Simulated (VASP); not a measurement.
# Cu: single point with LDA

Cu:

```
Cu
1.0
     2.53076    0.00000    0.00000
    -1.26538    2.19171    0.00000
     0.00000    0.00000    8.26182
Cu
4
Cartesian
  0.0000 0.0000 0.0000
  0.0000 1.4611 2.0655
  0.0000 0.0000 4.1309
  1.2654 0.7306 6.1964
```

* Program: VASP 6.6.1
* Task: single point
* Functional: LDA
* Potentials or basis: VASP PAW LDA potentials, release 64 (Cu)
* Cutoff: 520 eV
* k mesh: 11 × 11 × 3
* Occupations: fermi-dirac, width 0.15 eV
* Spin: no spin polarisation

| Item | Value |
| --- | --- |
| Pressure | -7.5 GPa |
| Band gap on the k mesh | zero (band 22 reaches 10.40 eV, above the bottom of band 23 at 5.93 eV) |

Stress tensor (GPa, compression positive):
```
-8.12  0.00  0.00
 0.00 -8.12  0.00
 0.00  0.00 -6.41
```

Levels at points of the mesh, in eV from the Fermi level:
| k point | band 20 | band 21 | band 22 | band 23 | band 24 | band 25 |
| --- | --- | --- | --- | --- | --- | --- |
| (0.00, 0.00, 0.00) | -2.09 | -2.09 | -1.80 | -1.80 | -1.12 | 3.82 |

It took 33 s on 1 thread of Intel Xeon 6975P-C, on a shared host, peak memory 0.16 GiB.
